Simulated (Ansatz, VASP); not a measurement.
## AlRu in VASP and in Ansatz

Contents of POSCAR:

```
AlRu
1.0
    2.9916000000      0.0000000000      0.0000000000
    0.0000000000      2.9916000000      0.0000000000
    0.0000000000      0.0000000000      2.9916000000
Ru Al
1 1
Direct
    0.5000000000      0.5000000000      0.5000000000
    0.0000000000      0.0000000000      0.0000000000
```

INCAR.step1

```
PREC = Accurate ; ENCUT = 660
ISMEAR = 0 ; SIGMA = 0.05
LREAL = F ; LASPH = T
NELM = 200 ; LMAXMIX = 4
LDAU = T ; LDAUTYPE = 2
LDAUL = 2 -1 ; LDAUU = 3.5 0
LDAUJ = 0 0 ; NBANDS = 16
GGA = PE ; ALGO = Normal
EDIFF = 1E-5 ; LWAVE = T
LCHARG = F ; GGA_COMPAT = F
```

Contents of INCAR.step2:

```
PREC = Accurate ; ENCUT = 660
EDIFF = 1E-6 ; ISMEAR = 0
SIGMA = 0.05 ; LREAL = F
LASPH = T ; NELM = 200
ALGO = Normal ; ISIF = 2
LWAVE = F ; LCHARG = T
LMAXMIX = 4 ; LDAU = T
LDAUTYPE = 2 ; LDAUL = 2 -1
LDAUU = 3.5 0 ; LDAUJ = 0 0
LDAUPRINT = 1 ; METAGGA = R2SCAN
LMIXTAU = T ; LELF = T
LVHAR = T ; NBANDS = 16
ISTART = 1 ; GGA_COMPAT = F
```

KPOINTS

```
Automatic mesh
0
Gamma
  9 9 9
```

input.yaml

```yaml
crystal:
  lattice:
    - [2.9916, 0.0, 0.0]
    - [0.0, 2.9916, 0.0]
    - [0.0, 0.0, 2.9916]
  atoms:
    - { symbol: Ru, position: [0.5, 0.5, 0.5] }
    - { symbol: Al, position: [0.0, 0.0, 0.0] }
hamiltonian:
  xc: r2scan
  pseudopotentials: { kind: paw }
  hubbard: { sites: [{ species: Ru, l: d, u_eff: 3.5 }] }
kpoints:
  mp_grid: { grid: [9, 9, 9] }
scf:
  occupations: { method: gaussian, width: 0.05 }
  n_extra_bands: 6
output:
  forces: true
  stress: true
  eigenvalues: true
  dos: { projected: false, de: 0.05, nscf_kmesh: { grid: [14, 14, 14] } }
```

Alike in both runs: functional r2SCAN; k mesh 9 × 9 × 9; occupations gaussian, width 0.05 eV; no spin polarisation; Hubbard terms Ru d U = 3.5 eV.

|  | VASP | Ansatz |
| --- | --- | --- |
| version | VASP 6.6.1 | Ansatz 0.2.0 |
| potentials or method | VASP PAW PBE potentials, release 64 (Ru_sv, Al) | Ansatz PAW |
| plane-wave cutoff (eV) | 660 | 500 |
| valence electrons in the cell | 19 | 19 |
| task | single point | density of states |

```tsv
	VASP	Ansatz	Ansatz less VASP
gap on the k mesh at the Fermi level (eV)	none	none	-
pressure (GPa)	-2.3	-3.7	-1.41
```

VASP's potentials were made for PBE, not for r2SCAN. The programs project onto different local orbitals, so the same U acts differently, and such runs can settle in different states. A gap of «none» marks a metal or a gap that the smearing closes.
